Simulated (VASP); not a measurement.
# Al (Fm-3m) in VASP: further runs

Al is run at these levels: PBE; tasks: single point.

All numbers are computed with VASP 6.6.1; they aren't measurements. Logs are shortened: lines on timing, memory, paths and dates and some standing lists are left out, and cuts for length are marked.

### Step 1. The cell of the first run

The structure is cubic, space group Fm-3m (No. 225). The conventional cell has a = 4.041 Å, b = 4.041 Å, c = 4.041 Å, α = 90.00°, β = 90.00°, γ = 90.00°. Within 3.8 Å of Al (site symmetry m-3m) lie 12 Al at 2.86 Å.

### Step 2. Single point, PBE

INCAR reads:

```
SYSTEM = Al
  ALGO = Normal
  EDIFF = 1E-7
  ENCUT = 520
  GGA = PE
  ISIF = 2
  ISMEAR = 0
  LASPH = .TRUE.
  LCHARG = .FALSE.
  LREAL = .FALSE.
  LWAVE = .FALSE.
  NBANDS = 14
  NELM = 80
  PREC = Accurate
  SIGMA = 0.15
```

KPOINTS reads:

```
k-points
0
G
  8 8 8
  0 0 0
```

POSCAR reads:

```
Al
1.0
    4.0406222370      0.0000000000      0.0000000000
    0.0000000000     -4.0406222370      0.0000000000
    0.0000000000      0.0000000000     -4.0406222370
Al
4
Direct
    0.0000000000      0.5000000000      0.5000000000
    0.5000000000      0.0000000000      0.5000000000
    0.5000000000      0.5000000000      0.0000000000
    0.0000000000      0.0000000000      0.0000000000
```

Potentials or basis: VASP PAW PBE potentials, release 64 (Al).

Launch:

```console
cat potpaw_PBE.64/Al/POTCAR > POTCAR
mpirun -np 1 vasp_std > vasp.out
```

OUTCAR:

```text
SYSTEM = Al
   EDIFF = 1E-7
   ENCUT = 520
   GGA = PE
   ISIF = 2
   ISMEAR = 0
   LASPH = .TRUE.
   LREAL = .FALSE.
   NELM = 80
   PREC = Accurate

 ion  position               nearest neighbor table
   1  0.000  0.500  0.500-   2 2.86   3 2.86   4 2.86   3 2.86   4 2.86   2 2.86   4 2.86   4 2.86
                             2 2.86   3 2.86   3 2.86   2 2.86
   2  0.500  0.000  0.500-   1 2.86   3 2.86   4 2.86   3 2.86   4 2.86   1 2.86   3 2.86   3 2.86
                             1 2.86   4 2.86   4 2.86   1 2.86
   3  0.500  0.500  0.000-   1 2.86   2 2.86   4 2.86   1 2.86   2 2.86   2 2.86   4 2.86   2 2.86
                             1 2.86   4 2.86   1 2.86   4 2.86
   4  0.000  0.000  0.000-   1 2.86   2 2.86   3 2.86   1 2.86   2 2.86   1 2.86   3 2.86   1 2.86
                             2 2.86   3 2.86   2 2.86   3 2.86

  LATTYP: Found a simple cubic cell.
 ALAT       =     4.0406222370

  Lattice vectors:

 A1 = (   4.0406222370,   0.0000000000,   0.0000000000)
 A2 = (   0.0000000000,  -4.0406222370,   0.0000000000)
 A3 = (   0.0000000000,   0.0000000000,  -4.0406222370)

Analysis of symmetry for initial positions (statically):
=====================================================================
 Subroutine PRICEL returns following result:

  LATTYP: Found a face centered cubic cell.
 ALAT       =     4.0406222370

  Lattice vectors:

 A1 = (   2.0203111185,   2.0203111185,   0.0000000000)
 A2 = (   2.0203111185,   0.0000000000,  -2.0203111185)
 A3 = (   0.0000000000,   2.0203111185,  -2.0203111185)

   4 primitive cells build up your supercell.

 Routine SETGRP: Setting up the symmetry group for a
 simple cubic supercell.

 Subroutine GETGRP returns: Found 48 space group operations
 (whereof 48 operations were pure point group operations)
 out of a pool of 48 trial point group operations.

The static configuration has the point symmetry O_h .

Analysis of symmetry for dynamics (positions and initial velocities):
=====================================================================
 Subroutine PRICEL returns following result:

  LATTYP: Found a face centered cubic cell.
 ALAT       =     4.0406222370

  Lattice vectors:

 A1 = (   2.0203111185,   2.0203111185,   0.0000000000)
 A2 = (   2.0203111185,   0.0000000000,  -2.0203111185)
 A3 = (   0.0000000000,   2.0203111185,  -2.0203111185)

   4 primitive cells build up your supercell.

 Routine SETGRP: Setting up the symmetry group for a
 simple cubic supercell.

 Subroutine GETGRP returns: Found 48 space group operations
 (whereof 48 operations were pure point group operations)
 out of a pool of 48 trial point group operations.

The dynamic configuration has the point symmetry O_h .

 Subroutine INISYM returns: Found 48 space group operations
 (whereof 48 operations are pure point group operations),
 and found     4 'primitive' translations

----------------------------------------------------------------------------------------

                                     Primitive cell

  volume of cell :      16.4924

  direct lattice vectors                    reciprocal lattice vectors
     2.020311119  2.020311119  0.000000000     0.247486635  0.247486635  0.247486635
     2.020311119  0.000000000 -2.020311119     0.247486635 -0.247486635 -0.247486635
     0.000000000  2.020311119 -2.020311119    -0.247486635  0.247486635 -0.247486635

  length of vectors
     2.857151384  2.857151384  2.857151384     0.428659426  0.428659426  0.428659426

  position of ions in fractional coordinates (direct lattice)
     0.000000000  0.000000000  0.000000000

  ion indices of the primitive-cell ions
   primitive index   ion index
                 1           1

----------------------------------------------------------------------------------------

 KPOINTS: k-points

Automatic generation of k-mesh.
 Grid dimensions read from file:
 generate k-points for:    8    8    8

 Generating k-lattice:

  Cartesian coordinates                     Fractional coordinates (reciprocal lattice)
     0.030935829  0.000000000  0.000000000     0.125000000  0.000000000  0.000000000
     0.000000000 -0.030935829  0.000000000     0.000000000  0.125000000  0.000000000
     0.000000000  0.000000000 -0.030935829     0.000000000  0.000000000  0.125000000

  Length of vectors
     0.030935829  0.030935829  0.030935829

  Shift w.r.t. Gamma in fractional coordinates (k-lattice)
     0.000000000  0.000000000  0.000000000

 Subroutine IBZKPT returns following result:
 ===========================================

 Found     35 irreducible k-points:

 Following reciprocal coordinates:
            Coordinates               Weight
  0.000000  0.000000  0.000000      1.000000
  0.125000  0.000000  0.000000      6.000000
  0.250000  0.000000  0.000000      6.000000
  0.375000  0.000000  0.000000      6.000000
  0.500000  0.000000  0.000000      3.000000
  0.125000  0.125000  0.000000     12.000000
[... 16 lines left out ...]
  0.375000  0.375000  0.125000     24.000000
  0.500000  0.375000  0.125000     24.000000
 [... further k-points ...]
   k-points           NKPTS =     35   k-points in BZ     NKDIM =     35   number of bands    NBANDS=     14
   number of dos      NEDOS =    301   number of ions     NIONS =      4
   total plane-waves  NPLWV =  27000
   dimension x,y,z NGX =    30 NGY =   30 NGZ =   30
   dimension x,y,z NGXF=    60 NGYF=   60 NGZF=   60
   ions per type =               4
   NGX,Y,Z   is equivalent  to a cutoff of  12.34, 12.34, 12.34 a.u.
   NGXF,Y,Z  is equivalent  to a cutoff of  24.69, 24.69, 24.69 a.u.
 SYSTEM =  Al
   PREC   = accura    normal or accurate (medium, high low for compatibility)
   ISTART =      0    job   : 0-new  1-cont  2-samecut
   ICHARG =      2    charge: 1-file 2-atom 10-const
   ISPIN  =      1    spin polarized calculation?
   LNONCOLLINEAR =      F non collinear calculations
   LSORBIT =      F    spin-orbit coupling
   LASPH  =      T    aspherical Exc in radial PAW
   ENCUT  =  520.0 eV  38.22 Ry    6.18 a.u.   7.51  7.51  7.51*2*pi/ulx,y,z
   NELM   =     80;   NELMIN=  2; NELMDL= -5     # of ELM steps
   EDIFF  = 0.1E-06   stopping-criterion for ELM
   LREAL  =      F    real-space projection
   EDIFFG = 0.1E-05   stopping-criterion for IOM
   NSW    =      0    number of steps for IOM
   IBRION =     -1    ionic relax: 0-MD 1-quasi-New 2-CG
   NFREE  =      0    steps in history (QN), initial steepest desc. (CG)
   ISIF   =      2    stress and relaxation
   ISYM   =      2    0-nonsym 1-usesym 2-fastsym
   POTIM  = 0.5000    time-step for ionic-motion
   TEBEG  =    0.0;   TEEND  =   0.0 temperature during run
   PSTRESS=    0.0 pullay stress
   NELECT =      12.0000    total number of electrons
   NUPDOWN=      -1.0000    fix difference up-down
   EMIN   =  10.00;   EMAX   =-10.00  energy-range for DOS
   EFERMI =   0.00;   METHOD = LEGACY
   ISMEAR =     0;   SIGMA  =   0.15  broadening in eV -4-tet -1-fermi 0-gaus
   EFERMI_NEDOS =   21; number of points for ismear=-14 and -15
   IALGO  =     38    algorithm
   IMIX   =      4    mixing-type and parameters
     AMIX     =   0.40;   BMIX     =  1.00
     AMIX_MAG =   1.60;   BMIX_MAG =  1.00
  volume/ion in A,a.u.               =      16.49       111.30
  Fermi-wavevector in a.u.,A,eV,Ry     =   0.927585  1.752881 11.706639  0.860414
  Thomas-Fermi vector in A             =   2.053670
   LORBIT       =      0    0 simple, 1 ext, 2 COOP (PROOUT), +10 PAW based schemes
   GGA     = PE    functional components
   LHFCALC =     F    Hartree Fock is set to
   AEXX    =    0.0000 exact exchange contribution
   IVDW    =     0    specifies the selected vdW correction
   LEPSILON=     F    determine dielectric tensor
   LRPA    =     F    only Hartree local field effects (RPA)
 non-spin polarized calculation
 Gauss-broadening in eV      SIGMA  =   0.15
  energy-cutoff  :      520.00
  volume of cell :       65.97
 maximum number of plane-waves:      1800
   NGX = 15   NGY = 15   NGZ = 15

 number of electron      12.0000000 magnetization

 Free energy of the ion-electron system (eV)
  ---------------------------------------------------
  ext. energy  EPLUGINS =         0.00000000
  ---------------------------------------------------
  free energy    TOTEN  =       -15.00835056 eV

  energy without entropy =      -14.99239353  energy(sigma->0) =      -15.00037204

 E-fermi :   8.1199     XC(G=0): -10.1978

 val. band max:        7.9142233727   @ k =   0.3750   0.2500   0.2500
 cond. band min:       8.1234194772   @ k =   0.1250   0.0000   0.0000
 fundamental gap:      0.2091961045
 Fermi energy:         8.1198814161

 k-point     1 :       0.0000    0.0000    0.0000
  band No.  band energies     occupation
      1      -3.1323      2.00000
      2       5.0805      2.00000
      3       5.0805      2.00000
      4       5.0805      2.00000
      5       6.4045      2.00000
      6       6.4045      2.00000
      7       6.4045      2.00000
      8      13.2633      0.00000
      9      13.2633      0.00000
     10      13.2633      0.00000
     11      13.6022      0.00000
     12      13.6022      0.00000
     13      13.6022      0.00000
     14      13.6022      0.00000

 k-point     2 :       0.1250    0.0000    0.0000
  band No.  band energies     occupation
      1      -2.9907      2.00000
      2       3.6068      2.00000
      3       5.2102      2.00000
      4       5.2102      2.00000
      5       6.5412      2.00000
      6       6.5412      2.00000
      7       8.1234      0.97339
      8      11.4624      0.00000
      9      11.4624      0.00000
     10      12.7407      0.00000
     11      12.7407      0.00000
     12      13.4030      0.00000
     13      13.7224      0.00000
     14      13.7224      0.00000
[... 343 lines left out ...]
      1      -0.4655      2.00000
      2       1.7407      2.00000
      3       1.7407      2.00000
      4       3.9098      2.00000
      5       6.0281      2.00000
      6       8.1404      0.84657
      7       8.1404      0.84657
      8      10.2416      0.00000
      9      10.5403      0.00000
     10      12.5862      0.00000
     11      12.5862      0.00000
     12      14.6213      0.00000
     13      14.6524      0.00000
     14      14.6524      0.00000

 k-point    24 :       0.5000    0.3750    0.1250
  band No.  band energies     occupation
      1       0.5044      2.00000
      2       0.5044      2.00000
      3       2.6953      2.00000
      4       2.6953      2.00000
      5       6.9537      2.00000
      6       6.9537      2.00000
      7       9.0629      0.00000
      8       9.0629      0.00000
      9      11.4497      0.00000
     10      11.4497      0.00000
     11      13.4947      0.00000
     12      13.4947      0.00000
     13      15.4591      0.00000
     14      15.4591      0.00000

 [... further k-points ...]
[... 5 lines left out ...]
  --------------------------------------------------------------------------------------
  -------------------------------------------------------------------------------------
  Total        0.0989003      0.0989003      0.0989003     -0.0000000      0.0000000      0.0000000
  in kB        2.4019462      2.4019462      2.4019462     -0.0000000      0.0000000      0.0000000
  external PRESSURE =       2.4019462 kB  Pullay stress =       0.0000000 kB

 VOLUME and BASIS-vectors are now :
 -----------------------------------------------------------------------------
  energy-cutoff  :      520.00
  volume of cell :       65.97
      direct lattice vectors                 reciprocal lattice vectors
     4.040622237  0.000000000  0.000000000     0.247486635  0.000000000  0.000000000
     0.000000000 -4.040622237  0.000000000     0.000000000 -0.247486635  0.000000000
     0.000000000  0.000000000 -4.040622237     0.000000000  0.000000000 -0.247486635

 POSITION                                       TOTAL-FORCE (eV/Angst)
 -----------------------------------------------------------------------------------
      0.00000     -2.02031     -2.02031        -0.000000     -0.000000      0.000000
      2.02031      0.00000     -2.02031        -0.000000     -0.000000      0.000000
      2.02031     -2.02031      0.00000        -0.000000     -0.000000     -0.000000
      0.00000      0.00000      0.00000         0.000000      0.000000     -0.000000
 -----------------------------------------------------------------------------------
    total drift:                               -0.000000      0.000000     -0.000000

  FREE ENERGIE OF THE ION-ELECTRON SYSTEM (eV)
  ---------------------------------------------------
  free  energy   TOTEN  =       -15.0083505600 eV

  energy  without entropy=      -14.9923935264  energy(sigma->0) =      -15.00037204
```

Run time: 54 s. Hardware: 1 thread of AMD EPYC 7R13, shared host; peak memory 0.14 GiB.

Results:

```
Free energy            : -15.0084 eV
Pressure               : 0.2 GPa
Band gap on the k mesh : zero (band 6 reaches 9.24 eV, above the bottom of band 7 at 3.63 eV)
```

Levels at points of the mesh, in eV from the Fermi level:
```
           k point  band 2  band 3  band 4  band 5  band 6  band 7  band 8  band 9  band 10  band 11
(0.00, 0.00, 0.00)   -3.04   -3.04   -3.04   -1.72   -1.72   -1.72    5.14    5.14     5.14     5.48
(0.50, 0.00, 0.00)   -9.00   -0.96   -0.96   -0.96   -0.96    0.05    0.05    1.00     1.00     7.36
(0.50, 0.50, 0.00)   -6.79   -6.79   -6.79    1.12    1.12    1.12    1.12    2.64     2.64     2.64
(0.50, 0.50, 0.50)   -4.71   -4.71   -4.71   -4.49   -4.49   -4.49   -4.49   11.30    11.30    11.30
```

(Part 1 of 2 ends here.)
